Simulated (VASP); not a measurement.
Runs of VASP 6.6.1 on V4Ir. Symmetry: Fmmm, No. 69, orthorhombic system. Conventional cell: a = 3.020 Å, b = 4.414 Å, c = 20.612 Å, α = 90.00°, β = 90.00°, γ = 90.00°. Within 3.3 Å of V (site symmetry mm2) lie 10 V at 2.52 to 3.02 Å and 4 Ir at 2.60 to 3.06 Å. V (site symmetry mm2) has 14 V at 2.52 to 3.02 Å within 3.3 Å. Within 3.4 Å of Ir (site symmetry mmm) lie 8 V at 2.60 to 3.06 Å and 6 Ir at 2.67 to 3.02 Å. 

```tsv
level	potentials or basis	spin	k mesh	smearing	gap on the mesh (eV)	pressure (GPa)	largest force (eV/Å)
PBEsol	VASP PAW PBE potentials, release 64 (V_sv, Ir)	off	2 × 2 × 2	gaussian 0.1 eV	none	(a)	0.42
LDA	VASP PAW LDA potentials, release 64 (V_sv, Ir)	off	2 × 2 × 2, shifted	gaussian 0.1 eV	none	-15.0	0.23
PBE	VASP PAW PBE potentials, release 64 (V_sv, Ir)	off	2 × 2 × 2	gaussian 0.0056 eV	none	-1.9	0.44
PBE	VASP PAW PBE potentials, release 64 (V_sv, Ir)	collinear, ferromagnetic start	6 × 6 × 6	gaussian 0.1 eV	none	-0.4	0.10
```

Alike in all rows: task single point; cell as given; cutoff (eV) 520.

Q: Estimate the missing entries.

A: (a) -9.6.

Caveats: all runs use coarse meshes; spin-orbit coupling is left out, which moves the levels of the heavy elements; the PAW data sets were made with another functional, which shifts forces and pressure a little (at least some runs); the moments typed at the start vanished in this run (at least some runs).

A k mesh can miss the band edges, and the runs leave out spin-orbit coupling on Ir.

A gap of «none» marks levels without a gap at the run's occupations.
